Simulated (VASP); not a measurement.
Crystal: KMgF3.

```
K Mg F
1.0
     3.97847    0.00000    0.00000
     0.00000    3.97847    0.00000
     0.00000    0.00000    3.97847
K Mg F
1 1 3
Direct
  0.50000 0.50000 0.50000
  0.00000 0.00000 0.00000
  0.00000 0.50000 0.00000
  0.00000 0.00000 0.50000
  0.50000 0.00000 0.00000
```

| Item | Value |
| --- | --- |
| Program | VASP 6.6.1 |
| Task | relaxation of cell and atoms |
| Functional | PBE |
| Potentials or basis | VASP PAW PBE potentials, release 64 (K_sv, Mg, F) |
| Cutoff | 600 eV |
| k mesh | 6 × 6 × 6 |
| Occupations | gaussian, width 0.02 eV |
| Spin | no spin polarisation |

At the start: pressure 3.7 GPa; volume 12.59 Å³/atom.

**Question.** How do energy, volume and symmetry change on relaxing?

**Answer.** Over 3 steps the energy falls by 7.1 meV/atom and the volume is 13.24 Å³/atom (+5.1 %); space group Pm-3m (No. 221, to 0.05 Å).

The path:
```
step  energy change (eV)  largest force (eV/Å)  pressure (GPa)  volume (Å³)
   1              0.0000                0.0000            3.72        62.97
   2             -0.0346                0.0000            0.52        65.67
   3             -0.0354                0.0000           -0.03        66.20
```

Final structure:
```yaml
crystal:
  lattice:
    - [4.04525, 0.00000, 0.00000]
    - [0.00000, 4.04525, 0.00000]
    - [0.00000, 0.00000, 4.04525]
  atoms:
    - { symbol: K, position: [0.50000, 0.50000, 0.50000] }
    - { symbol: Mg, position: [0.00000, 0.00000, 0.00000] }
    - { symbol: F, position: [0.00000, 0.50000, 0.00000] }
    - { symbol: F, position: [0.00000, 0.00000, 0.50000] }
    - { symbol: F, position: [0.50000, 0.00000, 0.00000] }
```
